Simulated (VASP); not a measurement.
A run of VASP 6.6.1:

File INCAR:

```
  PREC = Accurate
  ENCUT = 520
  EDIFF = 1E-7
  ISMEAR = -1
  SIGMA = 0.1
  LREAL = F
  LASPH = T
  NELM = 100
  ALGO = Normal
  ISIF = 2
  LWAVE = F
  LCHARG = F
  NBANDS = 12
```

The input KPOINTS:

```
Automatic mesh
0
Gamma
  18 18 18
```

The input POSCAR:

```
Ti
1.0
    0.0000000000      1.8272993631      1.8272993631
    1.8272993631      0.0000000000      1.8272993631
    1.8272993631      1.8272993631      0.0000000000
Ti
1
Direct
    0.0000000000      0.0000000000      0.0000000000
```

Potentials or basis: VASP PAW LDA potentials, release 64 (Ti_sv).

Run with:

```console
$ cat potpaw_LDA.64/Ti_sv/POTCAR > POTCAR
$ mpirun -np 1 vasp_std > vasp.out
```

Hardware: 1 thread of Intel(R) Xeon(R) 6975P-C (Granite Rapids) (shared host).

Q: Estimate the wall time of this run.

A: It took 12 s on 1 thread of Intel(R) Xeon(R) 6975P-C (Granite Rapids), on a shared host, peak memory 0.13 GiB. Counts: scf iterations 13, k points 195.
